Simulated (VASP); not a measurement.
Al3GaN4: single point with PBEsol

Al3GaN4:

```
Ga Al N
1.0
     0.00000    0.00000   -5.04262
     3.12987    5.42110    0.00000
     3.12765   -5.41982    0.00000
Ga Al N
2 6 8
Cartesian
  1.5555 -0.8980 0.0044
  3.1371 -1.8112 -2.5169
  3.1249 -3.6231 -0.0008
  3.1311 1.8063 -0.0024
  4.7002 -0.8947 -0.0008
  1.5677 0.9138 -2.5221
  4.6914 0.9055 -2.5237
  3.1223 3.6065 -2.5221
  1.5331 -0.8852 -3.0859
  3.1263 -3.6529 -3.1433
  3.1313 1.8062 -3.1336
  4.7267 -0.8810 -3.1433
  3.1595 -1.8241 -0.5646
  1.5663 0.9436 -0.6220
  4.6912 0.9056 -0.6123
  3.0958 3.5929 -0.6220
```

| Quantity | Value |
| --- | --- |
| Program | VASP 6.6.1 |
| Task | single point |
| Functional | PBEsol |
| Potentials or basis | VASP PAW PBE potentials, release 64 (Ga_d, Al, N) |
| Cutoff | 520 eV |
| k mesh | 6 × 4 × 4 |
| Occupations | gaussian, width 0.02 eV |
| Spin | no spin polarisation |

* Pressure: -0.1 GPa
* Largest force: 0.013 eV/Å
* Band gap on the k mesh: 3.51 eV, direct

Forces in eV/Å, atoms in the order of the input:
```
Ga   0.002 -0.001  0.003
Ga  -0.002  0.001  0.003
Al   0.001 -0.001  0.000
Al   0.003 -0.002  0.001
Al   0.001  0.000  0.000
Al  -0.001  0.001  0.000
Al  -0.003  0.002  0.001
Al  -0.001  0.000  0.000
N    0.009 -0.005 -0.007
N    0.000  0.008  0.002
N    0.000  0.000  0.000
N   -0.007 -0.004  0.002
N   -0.009  0.005 -0.007
N    0.000 -0.008  0.002
N    0.000  0.000  0.000
N    0.007  0.004  0.002
```

Levels at points of the mesh, in eV from the valence-band top:
| k point | band 38 | band 39 | band 40 | band 41 | band 42 | band 43 | band 44 | band 45 | band 46 | band 47 |
| --- | --- | --- | --- | --- | --- | --- | --- | --- | --- | --- |
| (0.00, 0.00, 0.00) | -0.70 | -0.65 | -0.08 | -0.05 | 0.00 | 3.51 | 5.08 | 5.46 | 5.63 | 5.73 |
| (0.50, 0.00, 0.00) | -1.29 | -0.47 | -0.47 | -0.46 | -0.46 | 4.76 | 4.76 | 5.12 | 5.12 | 5.13 |
| (0.00, 0.50, 0.00) | -1.50 | -0.55 | -0.51 | -0.41 | -0.24 | 5.41 | 5.58 | 5.71 | 5.82 | 6.79 |
| (0.50, 0.50, 0.00) | -1.14 | -1.02 | -1.02 | -0.91 | -0.91 | 5.91 | 5.91 | 6.27 | 6.27 | 6.44 |
| (0.00, 0.00, 0.50) | -1.51 | -0.52 | -0.45 | -0.44 | -0.30 | 5.31 | 5.63 | 5.66 | 5.90 | 6.71 |
| (0.50, 0.00, 0.50) | -1.10 | -1.00 | -1.00 | -0.93 | -0.93 | 5.89 | 5.89 | 6.28 | 6.28 | 6.46 |

Wall time 8.1 min on 1 thread of Intel(R) Xeon(R) Platinum 8259CL CPU @ 2.50GHz (Skylake/Cascade Lake) (shared host), peak memory 0.38 GiB.

Caveat: the PAW data sets were made with another functional, which shifts forces and pressure a little. A k mesh can miss the band edges.
